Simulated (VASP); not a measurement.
Set up this calculation in VASP 6.6.1, as the native input.

```
Task                   : single point
Functional             : PBE
Potentials or basis    : VASP PAW PBE potentials, release 64 (Al, Ru_pv)
Cutoff                 : 520 eV
k mesh                 : 16 × 16 × 16
Occupations            : fermi-dirac, width 0.05 eV
Spin                   : no spin polarisation
Dipole correction      : no
Further INCAR settings : ALGO = Normal; EDIFF = 1e-06; NBANDS = 16
```

The structure of AlRu lies in POSCAR:

```
AlRu
1.0
    2.9916000000      0.0000000000      0.0000000000
    0.0000000000      2.9916000000      0.0000000000
    0.0000000000      0.0000000000      2.9616840000
Al Ru
1 1
Direct
    0.0000000000      0.0000000000      0.0000000000
    0.5000000000      0.5000000000      0.5000000000
```

This cell differs from its parent crystal: z stretched by -1 %, then relaxed in part.

These files were run (other wordings do the same):

INCAR

```
SYSTEM = AlRu
PREC = Accurate ; ENCUT = 520
EDIFF = 1E-6 ; ISMEAR = -1
SIGMA = 0.05 ; LREAL = .False.
LASPH = .True. ; NELM = 80
ALGO = Normal ; ISIF = 2
LWAVE = .False. ; LCHARG = .False.
GGA = PE ; NBANDS = 16
```

KPOINTS

```
Automatic mesh
0
Gamma
  16 16 16
  0 0 0
```

Potentials or basis: VASP PAW PBE potentials, release 64 (Al, Ru_pv).

The run is started by

```console
$ cat potpaw_PBE.64/Al/POTCAR potpaw_PBE.64/Ru_pv/POTCAR > POTCAR
$ mpirun -np 1 vasp_std > vasp.out
```

It gave:

```json
{"Pressure": "4.8 GPa"}
```

Caveat: the cell differs from its parent crystal (z stretched by -1 %, then relaxed in part).

It took 55 s on 1 thread of Intel Xeon 6975P-C, on a shared host, peak memory 0.28 GiB.
